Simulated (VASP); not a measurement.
Here is a VASP 6.6.1 calculation.

File INCAR:

```
SYSTEM = B3O
ALGO     = Normal         ! electronic algorithm
EDIFF    = 1E-7           ! SCF threshold, eV
EDIFFG   = -0.04          ! ionic threshold
ENCUT    = 600            ! plane-wave cutoff, eV
GGA      = PE             ! functional
IBRION   = 2              ! ionic algorithm
ISIF     = 3              ! what is computed and relaxed
ISMEAR   = 0              ! smearing method
LASPH    = .TRUE.         ! aspherical terms in the spheres
LCHARG   = .FALSE.        ! write CHGCAR
LREAL    = .FALSE.        ! projectors in reciprocal space
LWAVE    = .FALSE.        ! write WAVECAR
NELM     = 80             ! most SCF steps
NSW      = 90             ! ionic steps
PREC     = Accurate       ! precision mode
SIGMA    = 0.1            ! smearing width, eV
```

Contents of KPOINTS:

```
k-points
0
G
  8 8 8
  0 0 0
```

Contents of POSCAR:

```
B3O
1.0
   -1.4472415796      1.4472415796      3.2327993725
    1.4472415796     -1.4472415796      3.2327993725
    1.4472415796      1.4472415796     -3.2327993725
B O
3 1
Direct
    0.5000000000      0.5000000000      0.0000000000
    0.2500000000      0.7500000000      0.5000000000
    0.7500000000      0.2500000000      0.5000000000
    0.0000000000      0.0000000000      0.0000000000
```

Potentials or basis: VASP PAW PBE potentials, release 64 (B, O).

Command:

```sh
$ cat potpaw_PBE.64/B/POTCAR potpaw_PBE.64/O/POTCAR > POTCAR
$ mpirun -np 1 vasp_std > vasp.out
```

**Question.** Estimate the relaxed cell.

**Answer.** a = 5.262 Å, b = 5.262 Å, c = 5.262 Å, α = 153.51°, β = 153.51°, γ = 37.82°.

**Question.** Predict the relaxed volume.

**Answer.** 7.24 Å³/atom.

**Question.** What does it give for the space group after relaxing (to 0.05 Å)?

**Answer.** I4/mmm (No. 139).

The path:
```
step  energy change (eV)  largest force (eV/Å)  pressure (GPa)  volume (Å³)
   1              0.0000                0.0000            9.99        27.08
   2             -0.1006                0.0000           -1.63        28.76
   3             -0.1146                0.0000           -9.28        30.32
   4             -0.1787                0.0000          -10.31        30.68
   5             -0.3818                0.0000          -13.42        31.69
   6             -0.9146                0.0000          -18.93        33.40
   7             -1.7894                0.0000          -31.43        35.70
   8             -1.8667                0.0000          -31.58        35.67
   9             -1.9077                0.0000          -31.45        35.63
  10             -1.8894                0.0000          -30.45        35.48
  11             -1.9159                0.0000          -31.31        35.60
  12             -2.0222                0.0000          -29.49        35.04
  13             -2.2960                0.0000          -23.76        33.39
  14             -2.6229                0.0000           -8.82        30.26
  15             -2.0767                0.0000           46.88        24.60
  16             -2.6571                0.0000           -0.52        29.13
  17             -2.6573                0.0000            0.40        29.01
  18             -2.6606                0.0000            0.34        28.99
  19             -2.6654                0.0000            0.12        28.95
```

Caveat: the k points lie up to 0.46 Å⁻¹ apart in the final cell; an odd number of electrons without spin polarisation forces a metal; a magnetic or distorted state may lie lower.
